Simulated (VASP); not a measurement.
Runs of VASP 6.6.1 on Mg5SiSb2. The structure is that of space group P4/mmm (No. 123), or close to it. The cells are those of the table. 

```tsv
task	cell	k mesh	cutoff (eV)	gap on the mesh (eV)	pressure (GPa)	relaxed volume (Å³/atom)	largest force (eV/Å)
single point	a = 5.542, b = 5.542, c = 6.399 Å, 8 atoms	4 × 4 × 4	520	none	-0.2	-	-
single point	a = 5.445, b = 5.445, c = 6.648 Å, 8 atoms	4 × 4 × 2	520	none	0.0	-	0.01
relaxation of cell and atoms	relaxed from a = 4.741, b = 4.741, c = 7.584 Å, 8 atoms	4 × 4 × 2	600	none	0.0	24.60	-
single point	a = 5.606, b = 5.606, c = 6.210 Å, 8 atoms	8 × 8 × 6	520	none	(a)	-	0.01
relaxation of cell and atoms	relaxed from a = 5.445, b = 5.445, c = 6.648 Å, 8 atoms	4 × 4 × 4	600	none	0.1	24.42	0.04
single point	a = 4.741, b = 4.741, c = 7.584 Å, 8 atoms	4 × 4 × 2	520	none	(b)	-	0.64
relaxation of cell and atoms	relaxed from a = 5.542, b = 5.542, c = 6.399 Å, 8 atoms	8 × 8 × 6	600	none	0.0	24.38	0.01
```

Alike in all rows: level PBE; potentials or basis VASP PAW PBE potentials, release 64 (Mg, Si, Sb); no spin polarisation; smearing gaussian 0.1 eV.

Question: Fill in the values left out.

Answer: (a) -0.1; (b) 13.9.

Caveats: some runs use coarse meshes; spin-orbit coupling is left out, which moves the levels of the heavy elements; the volume moved by over 15 % at a fixed basis, so the end points are rough (some runs).

A k mesh can miss the band edges, and the runs leave out spin-orbit coupling on Sb.

A gap of «none» marks levels without a gap at the run's occupations.
